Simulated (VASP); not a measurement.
Crystal: BaTiO3.

```
CELL_PARAMETERS angstrom
3.98550 0.00000 0.00000
0.00000 2.83690 2.84515
0.00000 -2.83690 2.84515
ATOMIC_POSITIONS crystal
Ba 0.00000 0.00000 0.00000
Ti 0.50000 0.51240 0.51240
O 0.00000 0.48740 0.48740
O 0.50000 0.50524 0.99184
O 0.50000 0.99184 0.50524
```

Base run:

- Program: VASP 6.6.1
- Functional: r2SCAN
- Potentials or basis: VASP PAW PBE potentials, release 64 (Ba_sv, Ti_sv, O)
- Cutoff: 520 eV
- k mesh: 6 × 6 × 6
- Occupations: methfessel-paxton, width 0.01 eV
- Spin: no spin polarisation
- Hubbard terms: Ti d U = 1.5 eV

Its results: band gap on the k mesh 2.42 eV (least direct gap 2.66 eV); pressure 2.3 GPa; largest force 0.275 eV/Å.

Task: After a change of settings the same cell gave: band gap on the k mesh 2.83 eV (least direct gap 3.09 eV); pressure 4.8 GPa; largest force 0.595 eV/Å. Which change was it?
A. hubbard terms from Ti d U = 1.5 eV to Ti d U = 4.5 eV
B. hubbard terms from Ti d U = 1.5 eV to Ti d U = 3.0 eV
C. hubbard terms from Ti d U = 1.5 eV to none; further incar settings from ALGO = Normal; EDIFF = 1e-06; NBANDS = 28 to ALGO = Normal; EDIFF = 1e-07; NBANDS = 28

Result: A.

Caveats: the PAW data sets were made with another functional, which shifts forces and pressure a little; spin-orbit coupling is left out, which moves the levels of the heavy elements; the cell stands under pressure (at least some runs).
